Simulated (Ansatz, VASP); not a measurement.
**Ti in VASP and in Ansatz**

File INCAR:

```
SYSTEM = Ti
PREC = Accurate
ENCUT = 520
EDIFF = 1E-7
ISMEAR = -1
SIGMA = 0.05
LREAL = .False.
LASPH = .True.
NELM = 60
ALGO = Normal
ISIF = 2
LWAVE = .False.
LCHARG = .True.
LELF = .True.
LVHAR = .True.
NBANDS = 12
```

KPOINTS

```
regular mesh
0
Gamma
  15 15 15
  0 0 0
```

Contents of POSCAR:

```
Ti
1.0
    0.0000000000      2.0503000000      2.0300000000
    2.0503000000      0.0000000000      2.0300000000
    2.0503000000      2.0503000000      0.0000000000
Ti
1
Direct
    0.0000000000      0.0000000000      0.0000000000
```

Input for Ansatz:

```yaml
crystal:
  lattice:
    - [0.0, 2.0503, 2.03]
    - [2.0503, 0.0, 2.03]
    - [2.0503, 2.0503, 0.0]
  atoms:
    - { symbol: Ti, position: [0.0, 0.0, 0.0] }
kpoints:
  mp_grid: { grid: [15, 15, 15] }
  band_path:
    path:
      - [0.0, 0.0, 0.0]
      - [0.0, 0.5, 0.5]
      - [0.25, 0.75, 0.5]
      - [0.0, 0.5, 0.0]
      - [0.0, 0.0, 0.0]
      - [0.5, 0.5, 0.0]
      - [0.3775125, 0.6224875, 0.0]
      - [-0.3775125, 0.3775125, 0.0]
      - [0.0, 0.0, 0.0]
    npoints: 5
scf:
  occupations: { method: fermi_dirac, width: 0.05 }
hamiltonian:
  xc: lda
  pseudopotentials: { kind: all_electron, lapw: { basis_error: 0.00025 } }
output:
  forces: true
  stress: true
  eigenvalues: true
```

Change from the starting cell: equal xx and yy strain of +1 %.

Alike in both runs: task single point; functional LDA; k mesh 15 × 15 × 15; occupations fermi-dirac, width 0.05 eV; no spin polarisation.

```csv
,VASP,Ansatz
version,VASP 6.6.1,Ansatz 0.2.0
potentials or method,"VASP PAW LDA potentials, release 64 (Ti_sv), cutoff 520 eV","all-electron LAPW, scalar-relativistic"
```

VASP gave:

```
pressure (GPa)                                                : -7.0
traceless stress, the component that is largest in VASP (GPa) : 0.26
```

**Question.** Which values does Ansatz return?

**Answer.** Pressure (GPa): -6.8; traceless stress, the component that is largest in VASP (GPa): 0.26.

LDA's correlation is that of Perdew and Zunger in VASP and of Perdew and Wang (1992) in Ansatz. Ansatz ran all-electron here, and VASP with PAW potentials.
